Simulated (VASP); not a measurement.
# AgCl (Pmma) in VASP: a series of runs

The runs below take AgCl through single point, with PBEsol.

Everything below comes from runs of VASP 6.6.1. Logs are shortened: lines on timing, memory, paths and dates and some standing lists are left out, and cuts for length are marked.

## 1. The cell of the first run

Symmetry: Pmma, No. 51, orthorhombic system. Conventional cell: a = 6.662 Å, b = 3.331 Å, c = 3.098 Å, α = 90.00°, β = 90.00°, γ = 90.00°. Ag (site symmetry 2/m) has 8 Cl at 2.72 to 2.92 Å and 6 Ag at 3.10 to 3.33 Å within 3.6 Å. Within 3.6 Å of Cl (site symmetry mm2) lie 8 Ag at 2.72 to 2.92 Å and 6 Cl at 3.10 to 3.35 Å.

## 2. Single point, PBEsol (mode 1 frozen in at -0.198 Å, normal strain along x -0.0700)

The input, INCAR:

```
SYSTEM = AgCl
ALGO = Normal ; EDIFF = 1E-7
ENCUT = 520 ; GGA = PS
ISIF = 2 ; ISMEAR = 0
LASPH = .True. ; LCHARG = .True.
LELF = .True. ; LREAL = .False.
LVHAR = .True. ; LWAVE = .False.
NBANDS = 26 ; NELM = 80
PREC = Accurate ; SIGMA = 0.05
```

The input, KPOINTS:

```
k-points
0
Gamma
  10 10 6
  0 0 0
```

The input, POSCAR:

```
AgCl
1.0
    3.0979780550      0.0000000000      0.0000000000
    0.0000000000      3.3311591989      0.0000000000
    0.0000000000      0.0000000000      6.6623183978
Ag Cl
2 2
Direct
    0.0000000000      0.0000000000      0.0000000000
    0.0000000000      0.0000000000      0.5000000000
    0.4404711729      0.5000000000      0.2500000000
    0.5595288271      0.5000000000      0.7500000000
```

Potentials or basis: VASP PAW PBE potentials, release 64 (Ag, Cl).

The run is started by

```console
> cat potpaw_PBE.64/Ag/POTCAR potpaw_PBE.64/Cl/POTCAR > POTCAR
> mpirun -np 1 vasp_std > vasp.out
```

OUTCAR:

```text
SYSTEM = AgCl
   EDIFF = 1E-7
   ENCUT = 520
   GGA = PS
   ISIF = 2
   ISMEAR = 0
   LASPH = .True.
   LREAL = .False.
   NELM = 80
   PREC = Accurate

 ion  position               nearest neighbor table
   1  0.000  0.000  0.000-   3 2.72   4 2.72   3 2.72   4 2.72   4 2.92   4 2.92   3 2.92   3 2.92
                             2 3.33   2 3.33
   2  0.000  0.000  0.500-   3 2.72   4 2.72   3 2.72   4 2.72   4 2.92   4 2.92   3 2.92   3 2.92
                             1 3.33   1 3.33
   3  0.440  0.500  0.250-   1 2.72   2 2.72   1 2.72   2 2.72   1 2.92   2 2.92   1 2.92   2 2.92

   4  0.560  0.500  0.750-   1 2.72   2 2.72   1 2.72   2 2.72   1 2.92   2 2.92   1 2.92   2 2.92

  LATTYP: Found a simple orthorhombic cell.
 ALAT       =     3.0979780550
 B/A-ratio  =     1.0752688172
 C/A-ratio  =     2.1505376344

  Lattice vectors:

 A1 = (   3.0979780550,   0.0000000000,   0.0000000000)
 A2 = (   0.0000000000,   3.3311591989,   0.0000000000)
 A3 = (   0.0000000000,   0.0000000000,   6.6623183978)

Analysis of symmetry for initial positions (statically):
=====================================================================
 Subroutine PRICEL returns:
 Original cell was already a primitive cell.

 Routine SETGRP: Setting up the symmetry group for a
 simple orthorhombic supercell.

 Subroutine GETGRP returns: Found  8 space group operations
 (whereof  4 operations were pure point group operations)
 out of a pool of  8 trial point group operations.

The static configuration has the point symmetry C_2h.
 The point group associated with its full space group is D_2h.

Analysis of symmetry for dynamics (positions and initial velocities):
=====================================================================
 Subroutine PRICEL returns:
 Original cell was already a primitive cell.

 Routine SETGRP: Setting up the symmetry group for a
 simple orthorhombic supercell.

 Subroutine GETGRP returns: Found  8 space group operations
 (whereof  4 operations were pure point group operations)
 out of a pool of  8 trial point group operations.

The dynamic configuration has the point symmetry C_2h.
 The point group associated with its full space group is D_2h.

 Subroutine INISYM returns: Found  8 space group operations
 (whereof  4 operations are pure point group operations),
 and found     1 'primitive' translations

----------------------------------------------------------------------------------------

                                     Primitive cell

  volume of cell :      68.7542

  direct lattice vectors                    reciprocal lattice vectors
     3.097978055  0.000000000  0.000000000     0.322791183  0.000000000  0.000000000
     0.000000000  3.331159199  0.000000000     0.000000000  0.300195800  0.000000000
     0.000000000  0.000000000  6.662318398     0.000000000  0.000000000  0.150097900

  length of vectors
     3.097978055  3.331159199  6.662318398     0.322791183  0.300195800  0.150097900

  position of ions in fractional coordinates (direct lattice)
     0.000000000  0.000000000  0.000000000
     0.000000000  0.000000000  0.500000000
     0.440471173  0.500000000  0.250000000
     0.559528827  0.500000000  0.750000000

  ion indices of the primitive-cell ions
   primitive index   ion index
                 1           1
                 2           2
                 3           3
                 4           4

----------------------------------------------------------------------------------------

 KPOINTS: k-points

Automatic generation of k-mesh.
 Grid dimensions read from file:
 generate k-points for:   10   10    6

 Generating k-lattice:

  Cartesian coordinates                     Fractional coordinates (reciprocal lattice)
     0.032279118  0.000000000  0.000000000     0.100000000  0.000000000  0.000000000
     0.000000000  0.030019580  0.000000000     0.000000000  0.100000000  0.000000000
     0.000000000  0.000000000  0.025016317     0.000000000  0.000000000  0.166666667

  Length of vectors
     0.032279118  0.030019580  0.025016317

  Shift w.r.t. Gamma in fractional coordinates (k-lattice)
     0.000000000  0.000000000  0.000000000

 Subroutine IBZKPT returns following result:
 ===========================================

 Found    144 irreducible k-points:

 Following reciprocal coordinates:
            Coordinates               Weight
  0.000000  0.000000  0.000000      1.000000
  0.100000  0.000000  0.000000      2.000000
  0.200000  0.000000  0.000000      2.000000
  0.300000  0.000000  0.000000      2.000000
  0.400000  0.000000  0.000000      2.000000
  0.500000  0.000000  0.000000      1.000000
[... 16 lines left out ...]
  0.400000  0.300000  0.000000      4.000000
  0.500000  0.300000  0.000000      2.000000
 [... further k-points ...]
   k-points           NKPTS =    144   k-points in BZ     NKDIM =    144   number of bands    NBANDS=     26
   number of dos      NEDOS =    301   number of ions     NIONS =      4
   total plane-waves  NPLWV =  33600
   dimension x,y,z NGX =    24 NGY =   28 NGZ =   50
   dimension x,y,z NGXF=    48 NGYF=   56 NGZF=  100
   ions per type =               2   2
   NGX,Y,Z   is equivalent  to a cutoff of  12.88, 13.97, 12.48 a.u.
   NGXF,Y,Z  is equivalent  to a cutoff of  25.76, 27.95, 24.95 a.u.
 SYSTEM =  AgCl
   PREC   = accura    normal or accurate (medium, high low for compatibility)
   ISTART =      0    job   : 0-new  1-cont  2-samecut
   ICHARG =      2    charge: 1-file 2-atom 10-const
   ISPIN  =      1    spin polarized calculation?
   LNONCOLLINEAR =      F non collinear calculations
   LSORBIT =      F    spin-orbit coupling
   LASPH  =      T    aspherical Exc in radial PAW
   ENCUT  =  520.0 eV  38.22 Ry    6.18 a.u.   5.76  6.19 12.39*2*pi/ulx,y,z
   NELM   =     80;   NELMIN=  2; NELMDL= -5     # of ELM steps
   EDIFF  = 0.1E-06   stopping-criterion for ELM
   LREAL  =      F    real-space projection
   EDIFFG = 0.1E-05   stopping-criterion for IOM
   NSW    =      0    number of steps for IOM
   IBRION =     -1    ionic relax: 0-MD 1-quasi-New 2-CG
   NFREE  =      0    steps in history (QN), initial steepest desc. (CG)
   ISIF   =      2    stress and relaxation
   ISYM   =      2    0-nonsym 1-usesym 2-fastsym
   POTIM  = 0.5000    time-step for ionic-motion
   TEBEG  =    0.0;   TEEND  =   0.0 temperature during run
   PSTRESS=    0.0 pullay stress
   NELECT =      36.0000    total number of electrons
   NUPDOWN=      -1.0000    fix difference up-down
   EMIN   =  10.00;   EMAX   =-10.00  energy-range for DOS
   EFERMI =   0.00;   METHOD = LEGACY
   ISMEAR =     0;   SIGMA  =   0.05  broadening in eV -4-tet -1-fermi 0-gaus
   EFERMI_NEDOS =   21; number of points for ismear=-14 and -15
   IALGO  =     38    algorithm
   IMIX   =      4    mixing-type and parameters
     AMIX     =   0.40;   BMIX     =  1.00
     AMIX_MAG =   1.60;   BMIX_MAG =  1.00
  volume/ion in A,a.u.               =      17.19       115.99
  Fermi-wavevector in a.u.,A,eV,Ry     =   1.319500  2.493493 23.688824  1.741079
  Thomas-Fermi vector in A             =   2.449393
   LORBIT       =      0    0 simple, 1 ext, 2 COOP (PROOUT), +10 PAW based schemes
   GGA     = PS    functional components
   LHFCALC =     F    Hartree Fock is set to
   AEXX    =    0.0000 exact exchange contribution
   IVDW    =     0    specifies the selected vdW correction
   LEPSILON=     F    determine dielectric tensor
   LRPA    =     F    only Hartree local field effects (RPA)
 non-spin polarized calculation
 Gauss-broadening in eV      SIGMA  =   0.05
  energy-cutoff  :      520.00
  volume of cell :       68.75
 maximum number of plane-waves:      1880
 NGX is ok and might be reduce to    24
   NGX = 11   NGY = 13   NGZ = 25

 number of electron      35.9999996 magnetization

 Free energy of the ion-electron system (eV)
  ---------------------------------------------------
  ext. energy  EPLUGINS =         0.00000000
  ---------------------------------------------------
  free energy    TOTEN  =       -11.52550771 eV

  energy without entropy =      -11.52550771  energy(sigma->0) =      -11.52550771

 E-fermi :   6.4067     XC(G=0): -11.4982

 val. band max:        6.1816865945   @ k =   0.0000   0.5000   0.0000
 cond. band min:       6.7198862968   @ k =   0.0000   0.0000   0.0000
 fundamental gap:      0.5381997023
 Fermi energy:         6.4067375687

 k-point     1 :       0.0000    0.0000    0.0000
  band No.  band energies     occupation
      1      -9.7274      2.00000
      2      -9.0798      2.00000
      3      -0.5524      2.00000
      4       1.9838      2.00000
      5       2.1738      2.00000
      6       2.4705      2.00000
[... 18 lines left out ...]
     25      15.4906      0.00000
     26      17.1444      0.00000

 k-point     2 :       0.1000    0.0000    0.0000
  band No.  band energies     occupation
      1      -9.6520      2.00000
      2      -9.0272      2.00000
      3      -0.4215      2.00000
      4       2.0491      2.00000
      5       2.1461      2.00000
      6       2.4973      2.00000
[... 18 lines left out ...]
     25      15.8699      0.00000
     26      16.8017      0.00000

 k-point     3 :       0.2000    0.0000    0.0000
  band No.  band energies     occupation
      1      -9.4433      2.00000
      2      -8.8845      2.00000
      3      -0.0479      2.00000
      4       1.6826      2.00000
      5       2.2078      2.00000
      6       2.2683      2.00000
[... 18 lines left out ...]
     25      16.2160      0.00000
     26      16.8144      0.00000

 k-point     4 :       0.3000    0.0000    0.0000
  band No.  band energies     occupation
      1      -9.1569      2.00000
      2      -8.6979      2.00000
      3       0.5085      2.00000
      4       0.6790      2.00000
      5       1.7507      2.00000
      6       2.2532      2.00000
[... 18 lines left out ...]
     25      16.8348      0.00000
     26      17.3175      0.00000
[... 496 lines left out ...]
      1      -8.8541      2.00000
      2      -8.4179      2.00000
      3       0.6216      2.00000
      4       0.8844      2.00000
      5       0.9644      2.00000
      6       1.5946      2.00000
[... 18 lines left out ...]
     25      17.1474      0.00000
     26      17.5147      0.00000

 k-point    23 :       0.4000    0.3000    0.0000
  band No.  band energies     occupation
      1      -8.6500      2.00000
      2      -8.2248      2.00000
      3       0.6285      2.00000
      4       0.6629      2.00000
      5       0.6833      2.00000
      6       1.2536      2.00000
[... 18 lines left out ...]
     25      16.4655      0.00000
     26      17.1744      0.00000

 k-point    24 :       0.5000    0.3000    0.0000
  band No.  band energies     occupation
      1      -8.5670      2.00000
      2      -8.1465      2.00000
      3       0.4343      2.00000
      4       0.5252      2.00000
      5       0.6717      2.00000
      6       1.1351      2.00000
[... 18 lines left out ...]
     25      15.9286      0.00000
     26      16.8288      0.00000

 [... further k-points ...]
[... 5 lines left out ...]
  --------------------------------------------------------------------------------------
  -------------------------------------------------------------------------------------
  Total        4.1498358      2.0374741      1.8092934      0.0000000      0.0000000     -0.0000000
  in kB       96.7035435     47.4792197     42.1619293      0.0000000      0.0000000     -0.0000000
  external PRESSURE =      62.1148975 kB  Pullay stress =       0.0000000 kB

 VOLUME and BASIS-vectors are now :
 -----------------------------------------------------------------------------
  energy-cutoff  :      520.00
  volume of cell :       68.75
      direct lattice vectors                 reciprocal lattice vectors
     3.097978055  0.000000000  0.000000000     0.322791183  0.000000000  0.000000000
     0.000000000  3.331159199  0.000000000     0.000000000  0.300195800  0.000000000
     0.000000000  0.000000000  6.662318398     0.000000000  0.000000000  0.150097900

 POSITION                                       TOTAL-FORCE (eV/Angst)
 -----------------------------------------------------------------------------------
      0.00000      0.00000      0.00000         0.000000      0.000000     -0.000000
      0.00000      0.00000      3.33116         0.000000      0.000000     -0.000000
      1.36457      1.66558      1.66558        -0.071508      0.000000      0.000000
      1.73341      1.66558      4.99674         0.071508     -0.000000     -0.000000
 -----------------------------------------------------------------------------------
    total drift:                                0.000000     -0.000000      0.000000

  FREE ENERGIE OF THE ION-ELECTRON SYSTEM (eV)
  ---------------------------------------------------
  free  energy   TOTEN  =       -11.5255077062 eV

  energy  without entropy=      -11.5255077062  energy(sigma->0) =      -11.52550771
```

Run time: 2.7 min. Hardware: 1 thread of Intel Xeon 6975P-C, shared host; peak memory 0.33 GiB.

Results:

| Property | Result |
| --- | --- |
| Free energy | -11.5255 eV |
| Pressure | 6.2 GPa |
| Largest force | 0.072 eV/Å |
| Band gap on the k mesh | 0.54 eV, indirect (least direct gap 0.63 eV) |

Forces in eV/Å, atoms in the order of the input:
```
Ag   0.000  0.000  0.000
Ag   0.000  0.000  0.000
Cl  -0.072  0.000  0.000
Cl   0.072  0.000  0.000
```

Caveat: the cell differs from its parent crystal (mode 1 frozen in at -0.198 Å, normal strain along x -0.0700); the PAW data sets were made with another functional, which shifts forces and pressure a little. A k mesh can miss the band edges.

(Continued in part 2 of 2.)
